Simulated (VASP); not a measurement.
Set up this calculation in VASP 6.6.1, as the native input.

- Task: single point
- Functional: PBE
- Potentials or basis: VASP PAW PBE potentials, release 64 (Hf_pv, N)
- Cutoff: 520 eV
- k mesh: 1 × 1 × 16
- Occupations: gaussian, width 0.05 eV
- Spin: collinear spin, ferromagnetic start
- Starting moments: [1.5, 0.5] μB
- Dipole correction: no
- Further INCAR settings: ALGO = Normal; EDIFF = 1e-06; NBANDS = 18

The structure of HfN lies in POSCAR:

```
HfN
1.0
    9.0000000000      0.0000000000      0.0000000000
    0.0000000000      9.3000000000      0.0000000000
    0.0000000000      0.0000000000      4.0930118123
Hf N
1 1
Direct
    0.5000000000      0.5000000000      0.0000000000
    0.5000000000      0.5000000000      0.5000000000
```

The input as run:

INCAR

```
SYSTEM = HfN
  PREC = Accurate
  ENCUT = 520
  EDIFF = 1E-6
  ISMEAR = 0
  SIGMA = 0.05
  LREAL = .FALSE.
  LASPH = .TRUE.
  NELM = 150
  ALGO = Normal
  ISIF = 2
  LWAVE = .FALSE.
  LCHARG = .TRUE.
  ISPIN = 2
  MAGMOM = 1.5 0.5
  LORBIT = 11
  LMAXMIX = 4
  GGA = PE
  LELF = .TRUE.
  LVHAR = .TRUE.
  NBANDS = 18
```

KPOINTS

```
regular mesh
0
G
  1 1 16
  0 0 0
```

Potentials or basis: VASP PAW PBE potentials, release 64 (Hf_pv, N).

Run with:

```bash
$ cat potpaw_PBE.64/Hf_pv/POTCAR potpaw_PBE.64/N/POTCAR > POTCAR
$ mpirun -np 1 vasp_std > vasp.out
```

Results of the run:

- Net moment: 0.88 μB per cell
- Site moments: Hf +0.38; N -0.05 μB
- Valence electrons inside the program's atomic spheres: Hf 8.12; N 3.64

It took 2.3 min on 1 thread of Intel(R) Xeon(R) 6975P-C (Granite Rapids), with other jobs on the host, peak memory 0.54 GiB.
